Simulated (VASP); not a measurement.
# Mo (I4_1/amd) in VASP: notebook, part 2 of 2

VASP 6.6.1. The steps go on from the part before.

### 3 Relaxation of cell and atoms, LDA, target pressure 6.5 GPa, at which the enthalpy is minimised

This run uses another cell than the first one, of 15.59 Å³/atom.

Contents of INCAR:

```
ALGO = Normal
EDIFF = 1E-6
EDIFFG = -0.005
ENCUT = 600
IBRION = 2
ISIF = 3
ISMEAR = -1
LASPH = True
LCHARG = False
LREAL = False
LUSENCCL = False
LWAVE = False
NELM = 60
NSW = 32
PREC = Accurate
PSTRESS = 65.0
SIGMA = 0.05
```

Contents of KPOINTS:

```
k-points
0
Gamma
  16 16 16
```

Contents of POSCAR:

```
Mo
1.0
   -2.4634693158      2.4634693158      1.2847198217
    2.4634693158     -2.4634693158      1.2847198217
    2.4634693158      2.4634693158     -1.2847198217
Mo
2
Direct
   -0.3750000000     -0.1250000000     -0.2500000000
    0.3750000000      0.1250000000      0.2500000000
```

Potentials or basis: VASP PAW LDA potentials, release 64 (Mo_sv).

The run is started by

```bash
$ cat potpaw_LDA.64/Mo_sv/POTCAR > POTCAR
$ mpirun -np 1 vasp_std > vasp.out
```

OUTCAR:

```text
EDIFF = 1E-6
   EDIFFG = -0.005
   ENCUT = 600
   IBRION = 2
   ISIF = 3
   ISMEAR = -1
   LASPH = True
   LREAL = False
   NELM = 60
   NSW = 32
   PREC = Accurate
   PSTRESS = 65.0

 ion  position               nearest neighbor table
   1  0.625  0.875  0.750-   2 2.55   2 2.55   2 2.55   2 2.55   2 3.13   2 3.13   2 3.13   2 3.13

   2  0.375  0.125  0.250-   1 2.55   1 2.55   1 2.55   1 2.55   1 3.13   1 3.13   1 3.13   1 3.13

  LATTYP: Found a body centered tetragonal cell.
 ALAT       =     4.9269386316
 C/A-ratio  =     0.5215083514

  Lattice vectors:

 A1 = (  -2.4634693158,   2.4634693158,   1.2847198217)
 A2 = (   2.4634693158,  -2.4634693158,   1.2847198217)
 A3 = (   2.4634693158,   2.4634693158,  -1.2847198217)

Analysis of symmetry for initial positions (statically):
=====================================================================
 Subroutine PRICEL returns:
 Original cell was already a primitive cell.

 Routine SETGRP: Setting up the symmetry group for a
 body centered tetragonal supercell.

 Subroutine GETGRP returns: Found 16 space group operations
 (whereof  4 operations were pure point group operations)
 out of a pool of 16 trial point group operations.

The static configuration has the point symmetry C_2h.
 The point group associated with its full space group is D_4h.

Analysis of symmetry for dynamics (positions and initial velocities):
=====================================================================
 Subroutine PRICEL returns:
 Original cell was already a primitive cell.

 Routine SETGRP: Setting up the symmetry group for a
 body centered tetragonal supercell.

 Subroutine GETGRP returns: Found 16 space group operations
 (whereof  4 operations were pure point group operations)
 out of a pool of 16 trial point group operations.

The dynamic configuration has the point symmetry C_2h.
 The point group associated with its full space group is D_4h.

 Subroutine INISYM returns: Found 16 space group operations
 (whereof  4 operations are pure point group operations),
 and found     1 'primitive' translations

----------------------------------------------------------------------------------------

                                     Primitive cell

  volume of cell :      31.1862

  direct lattice vectors                    reciprocal lattice vectors
    -2.463469316  2.463469316  1.284719822     0.000000000  0.202965792  0.389189916
     2.463469316 -2.463469316  1.284719822     0.202965792  0.000000000  0.389189916
     2.463469316  2.463469316 -1.284719822     0.202965792  0.202965792  0.000000000

  length of vectors
     3.713201740  3.713201740  3.713201740     0.438934965  0.438934965  0.287036975

  position of ions in fractional coordinates (direct lattice)
     0.625000000  0.875000000  0.750000000
     0.375000000  0.125000000  0.250000000

  ion indices of the primitive-cell ions
   primitive index   ion index
                 1           1
                 2           2

----------------------------------------------------------------------------------------

 KPOINTS: k-points

[... 28 lines left out ...]
  0.250000  0.000000  0.000000      8.000000
  0.312500  0.000000  0.000000      8.000000
[... 16 lines left out ...]
 -0.125000  0.062500  0.000000     16.000000
 -0.062500  0.062500  0.000000      4.000000
 [... further k-points ...]
   k-points           NKPTS =    349   k-points in BZ     NKDIM =    349   number of bands    NBANDS=     18
   number of dos      NEDOS =    301   number of ions     NIONS =      2
   total plane-waves  NPLWV =  27000
   dimension x,y,z NGX =    30 NGY =   30 NGZ =   30
   dimension x,y,z NGXF=    60 NGYF=   60 NGZF=   60
   ions per type =               2
   NGX,Y,Z   is equivalent  to a cutoff of  13.43, 13.43, 13.43 a.u.
   NGXF,Y,Z  is equivalent  to a cutoff of  26.86, 26.86, 26.86 a.u.
 SYSTEM =  unknown system
   PREC   = accura    normal or accurate (medium, high low for compatibility)
   ISTART =      0    job   : 0-new  1-cont  2-samecut
   ICHARG =      2    charge: 1-file 2-atom 10-const
   ISPIN  =      1    spin polarized calculation?
   LNONCOLLINEAR =      F non collinear calculations
   LSORBIT =      F    spin-orbit coupling
   LASPH  =      T    aspherical Exc in radial PAW
   ENCUT  =  600.0 eV  44.10 Ry    6.64 a.u.   7.42  7.42  7.42*2*pi/ulx,y,z
   NELM   =     60;   NELMIN=  2; NELMDL= -5     # of ELM steps
   EDIFF  = 0.1E-05   stopping-criterion for ELM
   LREAL  =      F    real-space projection
   EDIFFG = -.5E-02   stopping-criterion for IOM
   NSW    =     32    number of steps for IOM
   IBRION =      2    ionic relax: 0-MD 1-quasi-New 2-CG
   NFREE  =      1    steps in history (QN), initial steepest desc. (CG)
   ISIF   =      3    stress and relaxation
   ISYM   =      2    0-nonsym 1-usesym 2-fastsym
   POTIM  = 0.5000    time-step for ionic-motion
   TEBEG  =    0.0;   TEEND  =   0.0 temperature during run
   PSTRESS=   65.0 pullay stress
   NELECT =      28.0000    total number of electrons
   NUPDOWN=      -1.0000    fix difference up-down
   EMIN   =  10.00;   EMAX   =-10.00  energy-range for DOS
   EFERMI =   0.00;   METHOD = LEGACY
   ISMEAR =    -1;   SIGMA  =   0.05  broadening in eV -4-tet -1-fermi 0-gaus
   EFERMI_NEDOS =   21; number of points for ismear=-14 and -15
   IALGO  =     38    algorithm
   IMIX   =      4    mixing-type and parameters
     AMIX     =   0.40;   BMIX     =  1.00
     AMIX_MAG =   1.60;   BMIX_MAG =  1.00
  volume/ion in A,a.u.               =      15.59       105.23
  Fermi-wavevector in a.u.,A,eV,Ry     =   1.579331  2.984504 33.936843  2.494288
  Thomas-Fermi vector in A             =   2.679727
   LORBIT       =      0    0 simple, 1 ext, 2 COOP (PROOUT), +10 PAW based schemes
   GGA     = CA    functional components
   LHFCALC =     F    Hartree Fock is set to
   AEXX    =    0.0000 exact exchange contribution
   IVDW    =     0    specifies the selected vdW correction
   LEPSILON=     F    determine dielectric tensor
   LRPA    =     F    only Hartree local field effects (RPA)
 conjugate gradient relaxation of ions
 non-spin polarized calculation
  energy-cutoff  :      600.00
  volume of cell :       31.19
 maximum number of plane-waves:      1056
 NGX is ok and might be reduce to    30
   NGX = 15   NGY = 15   NGZ = 15

--------------------------------------- Ionic step        1  -------------------------------------------

 number of electron      27.9999999 magnetization

 Free energy of the ion-electron system (eV)
  ---------------------------------------------------
  ext. energy  EPLUGINS =         0.00000000
  ---------------------------------------------------
  free energy    TOTEN  =       -22.54880065 eV

  energy without entropy =      -22.53478347  energy(sigma->0) =      -22.54179206

------------------------ aborting loop because EDIFF is reached ----------------------------------------

  FORCE on cell =-STRESS in cart. coord.  units (eV):
  Direction    XX          YY          ZZ          XY          YZ          ZX
  --------------------------------------------------------------------------------------
  -------------------------------------------------------------------------------------
  Total        1.4854154      1.4854154      1.4856917      0.0000000      0.0000000      0.0000000
  in kB       76.3125182     76.3125182     76.3267091      0.0000000      0.0000000      0.0000000
  external PRESSURE =      11.3172485 kB  Pullay stress =      65.0000000 kB
[... 177 lines left out ...]
--------------------------------------- Ionic step        6  -------------------------------------------

 number of electron      27.9999999 magnetization

 Free energy of the ion-electron system (eV)
  ---------------------------------------------------
  ext. energy  EPLUGINS =         0.00000000
  ---------------------------------------------------
  free energy    TOTEN  =       -22.55474235 eV

  energy without entropy =      -22.54062682  energy(sigma->0) =      -22.54768458

 E-fermi :  12.3520     XC(G=0): -13.4878

 val. band max:       12.3510319382   @ k =   0.5000   0.2500   0.1250
 cond. band min:      12.3530281620   @ k =   0.3125   0.1250   0.0000
 fundamental gap:      0.0019962238
 Fermi energy:        12.3519585733

 k-point     1 :       0.0000    0.0000    0.0000
  band No.  band energies     occupation
      1     -48.4292      2.00000
      2     -47.8994      2.00000
      3     -23.2112      2.00000
      4     -23.2112      2.00000
      5     -21.7185      2.00000
      6     -21.7185      2.00000
[... 481 lines left out ...]
      5     -21.7553      2.00000
      6     -21.7366      2.00000
[... 10 lines left out ...]
     17      14.3318      0.00000
     18      16.5263      0.00000

 [... further k-points ...]

------------------------ aborting loop because EDIFF is reached ----------------------------------------

  FORCE on cell =-STRESS in cart. coord.  units (eV):
  Direction    XX          YY          ZZ          XY          YZ          ZX
  --------------------------------------------------------------------------------------
  -------------------------------------------------------------------------------------
  Total        1.2786002      1.2786002      1.2689712     -0.0000000     -0.0000000     -0.0000000
  in kB       65.4057268     65.4057268     64.9131680     -0.0000000     -0.0000000     -0.0000000
  external PRESSURE =       0.2415405 kB  Pullay stress =      65.0000000 kB
[... 21 lines left out ...]
  energy  without entropy=      -22.5406268192  energy(sigma->0) =      -22.54768458

  enthalpy is  TOTEN    =       -21.2840736441 eV   P V=        1.2706687062

 reached required accuracy - stopping structural energy minimisation
```

OSZICAR:

```text
N       E                     dE             d eps       ncg     rms          rms(c)
DAV:   1     0.346140715710E+03    0.34614E+03   -0.19401E+04 12564   0.183E+03
DAV:   2    -0.125511950894E+02   -0.35869E+03   -0.35353E+03 13254   0.537E+02
[... 37 lines left out ...]
   5 F= -.21284056E+02 E0= -.21277007E+02  d E =-.473856E-03
       N       E                     dE             d eps       ncg     rms          rms(c)
DAV:   1    -0.225549449979E+02   -0.11660E-02   -0.57521E-03 12652   0.902E-01    0.176E-01
DAV:   2    -0.225547526921E+02    0.19231E-03   -0.54301E-04 12716   0.242E-01    0.279E-02
DAV:   3    -0.225547401503E+02    0.12542E-04   -0.83366E-05 14456   0.873E-02    0.270E-02
DAV:   4    -0.225547425406E+02   -0.23903E-05   -0.23216E-06 10090   0.126E-02    0.622E-03
DAV:   5    -0.225547423504E+02    0.19019E-06   -0.79557E-07  6354   0.961E-03
   6 F= -.21284074E+02 E0= -.21277016E+02  d E =-.491414E-03
```

It took 31 min on 1 × NVIDIA H100 80GB with 1 thread of Intel Xeon Platinum 8481C at 2.70GHz (Sapphire Rapids), shared host; peak memory 1.3 GiB.

Results:

| Property | Result |
| --- | --- |
| Free energy | -22.5547 eV |
| Relaxed volume | 15.66 Å³/atom |
| Relaxed cell | a = 3.719 Å, b = 3.719 Å, c = 3.719 Å, α = 96.88°, β = 96.88°, γ = 139.52° |
| Space group after relaxing (to 0.1 Å) | I4_1/amd (No. 141) |
| Energy change on relaxing (the run minimises the enthalpy) | -3.0 meV/atom |
| Ionic steps | 6 |
| Pressure after relaxing | 6.5 GPa |
| Band gap on the k mesh | zero (bands 14 and 15 overlap by 3.19 eV) |

Step by step:
```
step  energy change (eV)  largest force (eV/Å)  pressure (GPa)  volume (Å³)
   1              0.0000                0.0000            7.63        31.19
   2             -0.0174                0.0000            3.51        31.69
   3             -0.0062                0.0000            6.48        31.33
   4             -0.0061                0.0000            6.48        31.32
   5             -0.0050                0.0000            6.71        31.30
   6             -0.0059                0.0000            6.52        31.32
```

Final structure:
```
CELL_PARAMETERS angstrom
-2.46700 2.46700 1.28656
2.46700 -2.46700 1.28656
2.46700 2.46700 -1.28656
ATOMIC_POSITIONS crystal
Mo 0.62500 0.87500 0.75000
Mo 0.37500 0.12500 0.25000
```

Levels at points of the mesh, in eV from the Fermi level:
| k point | band 12 | band 13 | band 14 | band 15 | band 16 | band 17 |
| --- | --- | --- | --- | --- | --- | --- |
| (0.00, 0.00, 0.00) | -3.56 | -2.98 | 1.89 | 1.89 | 1.94 | 1.94 |
| (0.50, 0.00, 0.00) | -2.32 | -0.73 | -0.47 | 0.98 | 1.67 | 3.19 |
| (0.50, 0.50, 0.00) | -3.05 | -1.26 | -1.26 | 0.89 | 0.89 | 2.91 |
| (0.50, 0.50, 0.50) | -2.72 | 0.30 | 0.30 | 0.72 | 0.72 | 2.43 |

Caveat: the cell is relaxed towards a set pressure, so the run minimises the enthalpy, not the energy.
